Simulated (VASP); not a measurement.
Input of a VASP 6.6.1 run:

POSCAR

```
HfN
1.0
    0.0000000000      2.4871259940      2.4871259940
    2.4871259940      0.0000000000      2.4871259940
    2.4871259940      2.4871259940      0.0000000000
Hf N
1 1
Direct
    0.0000000000      0.0000000000      0.0000000000
    0.2500000000      0.2500000000      0.2500000000
```

Contents of INCAR.step1:

```
SYSTEM = HfN
PREC = Accurate
ENCUT = 520
EDIFF = 1E-5
ISMEAR = -1
SIGMA = 0.05
LREAL = .FALSE.
LASPH = .TRUE.
NELM = 100
ALGO = Normal
ISIF = 2
LWAVE = .TRUE.
NBANDS = 14
GGA = PE
```

Contents of INCAR.step2:

```
SYSTEM = HfN
PREC = Accurate
ENCUT = 520
EDIFF = 1E-6
ISMEAR = -1
SIGMA = 0.05
LREAL = .FALSE.
LASPH = .TRUE.
NELM = 100
ALGO = Normal
ISIF = 2
LWAVE = .FALSE.
LCHARG = .TRUE.
GGA = PE
LHFCALC = .TRUE.
HFSCREEN = 0.2079
PRECFOCK = Normal
LELF = .TRUE.
LVHAR = .TRUE.
NBANDS = 14
ISTART = 1
```

KPOINTS

```
Automatic mesh
0
G
  6 6 6
  0 0 0
```

Potentials or basis: VASP PAW PBE potentials, release 64 (Hf_pv, N).

Launch:

```bash
$ cat potpaw_PBE.64/Hf_pv/POTCAR potpaw_PBE.64/N/POTCAR > POTCAR
$ cp INCAR.step1 INCAR
$ mpirun -np 1 vasp_std > vasp.out
$ cp INCAR.step2 INCAR
$ mpirun -np 1 vasp_std > vasp.out
```

Predict the pressure.

-11.7 GPa.

What does it give for the band gap on the k mesh?

Zero (an odd number of electrons rules out a gap without spin polarisation).

Caveat: the k points lie up to 0.36 Å⁻¹ apart, too coarse for converged energies and pressures of a metal; the PAW data sets were made with another functional, which shifts forces and pressure a little; spin-orbit coupling is left out, which moves the levels of the heavy elements.
